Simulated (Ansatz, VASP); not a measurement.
Two plane-wave programs on Ni2O

File INCAR:

```
  ALGO = Normal
  EDIFF = 1E-6
  EDIFFG = -0.04
  ENCUT = 600
  GGA = PE
  IBRION = 2
  ISIF = 3
  ISMEAR = 0
  LASPH = T
  LCHARG = F
  LREAL = F
  LWAVE = F
  NELM = 100
  NSW = 90
  PREC = Accurate
  SIGMA = 0.1
```

Contents of KPOINTS:

```
k-points
0
Gamma
  4 4 4
```

Contents of POSCAR:

```
Ni2O
1.0
    0.0000000000      3.3134232471      3.3134232471
    3.3134232471      0.0000000000      3.3134232471
    3.3134232471      3.3134232471      0.0000000000
Ni O
4 2
Direct
    0.6250000000      0.6250000000      0.6250000000
    0.1250000000      0.6250000000      0.6250000000
    0.6250000000      0.6250000000      0.1250000000
    0.6250000000      0.1250000000      0.6250000000
    0.5000000000      0.5000000000      0.5000000000
    0.7500000000      0.7500000000      0.7500000000
```

Input for Ansatz:

```yaml
crystal:
  lattice:
    - [0.0, 3.3134232471, 3.3134232471]
    - [3.3134232471, 0.0, 3.3134232471]
    - [3.3134232471, 3.3134232471, 0.0]
  atoms:
    - { symbol: Ni, position: [0.625, 0.625, 0.625] }
    - { symbol: Ni, position: [0.125, 0.625, 0.625] }
    - { symbol: Ni, position: [0.625, 0.625, 0.125] }
    - { symbol: Ni, position: [0.625, 0.125, 0.625] }
    - { symbol: O, position: [0.5, 0.5, 0.5] }
    - { symbol: O, position: [0.75, 0.75, 0.75] }
basis:
  ecutwfc: 420
kpoints:
  mp_grid: { grid: [4, 4, 4] }
hamiltonian:
  xc: pbe
scf:
  occupations: { method: gaussian, width: 0.1 }
  lower_state_search: "off"
output:
  forces: true
  stress: true
  eigenvalues: true
relax:
  adjacent_minimum: "off"
  f_tol: 0.04
  max_steps: 70
  cell: { stress_tol: 0.4 }
```

Alike in both runs: task relaxation of cell and atoms; functional PBE; k mesh 4 × 4 × 4; occupations gaussian, width 0.1 eV; no spin polarisation.

|  | VASP | Ansatz |
| --- | --- | --- |
| version | VASP 6.6.1 | Ansatz 0.2.0 |
| potentials or method | VASP PAW PBE potentials, release 64 (Ni, O), cutoff 600 eV | scalar-relativistic, plane waves, PAW |
| valence electrons in the cell | 52 | 84 |

Ansatz gave:

```
gap on the k mesh at the Fermi level, each at its own relaxed structure (eV) : none
relaxed volume (Å³/atom)                                                     : 22.94
relaxed length of the cell vector where the two differ most in proportion (Å)              : 5.795
```

Q: What did VASP give for the same quantities?

A: gap on the k mesh at the Fermi level, each at its own relaxed structure (eV): none; relaxed volume (Å³/atom): 22.57; relaxed length of the cell vector where the two differ most in proportion (Å): 5.765.

A gap of «none» marks a metal or a gap that the smearing closes. VASP's potentials hold 52 valence electrons a cell and Ansatz's 84, so a difference there can come from the potentials and not from the codes.

The k mesh is coarse, so the values compare programs but aren't converged. Noted on VASP's run: the volume moved by over 15 % at a fixed basis, so the end points are rough.
